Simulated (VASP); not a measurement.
Write the native input for VASP 6.6.1 that does the following.

| Property | Result |
| --- | --- |
| Task | single point |
| Functional | LDA |
| Potentials or basis | VASP PAW LDA potentials, release 64 (Te, Sn_d) |
| Cutoff | 520 eV |
| k mesh | 7 × 7 × 7 |
| Occupations | fermi-dirac, width 0.05 eV |
| Spin | no spin polarisation |
| Dipole correction | no |
| Further INCAR settings | ALGO = Normal; EDIFF = 1e-07; NBANDS = 17 |

The structure of SnTe lies in POSCAR:

```
SnTe
1.0
    3.9812821877      0.0000000000      0.0000000000
    0.0000000000      3.9812821877      0.0000000000
    0.0000000000      0.0000000000      3.9812821877
Te Sn
1 1
Direct
    0.5000000000      0.5000000000      0.5000000000
    0.0000000000      0.0000000000      0.0000000000
```

This cell differs from its parent crystal: volume scaled by 1.06.

The input as run:

INCAR

```
ALGO     = Normal         # electronic algorithm
EDIFF    = 1E-7           # SCF threshold, eV
ENCUT    = 520            # plane-wave cutoff, eV
GGA      = CA             # functional
ISIF     = 2              # what is computed and relaxed
ISMEAR   = -1             # smearing method
LASPH    = T              # aspherical terms in the spheres
LCHARG   = F              # write CHGCAR
LREAL    = F              # projectors in reciprocal space
LWAVE    = F              # write WAVECAR
NBANDS   = 17             # bands
NELM     = 80             # most SCF steps
PREC     = Accurate       # precision mode
SIGMA    = 0.05           # smearing width, eV
```

KPOINTS

```
k-points
0
Gamma
  7 7 7
```

Potentials or basis: VASP PAW LDA potentials, release 64 (Te, Sn_d).

Run with:

```sh
$ cat potpaw_LDA.64/Te/POTCAR potpaw_LDA.64/Sn_d/POTCAR > POTCAR
$ mpirun -np 1 vasp_std > vasp.out
```

It gave:

- Pressure: -6.0 GPa
- Band gap on the k mesh: zero (band 10 reaches 6.34 eV, above the bottom of band 11 at 5.41 eV)

Caveat: spin-orbit coupling is left out, which moves the levels of the heavy elements.

Run time: 14 s on 1 thread of Intel Xeon 6975P-C, with other jobs on the host, peak memory 0.16 GiB.
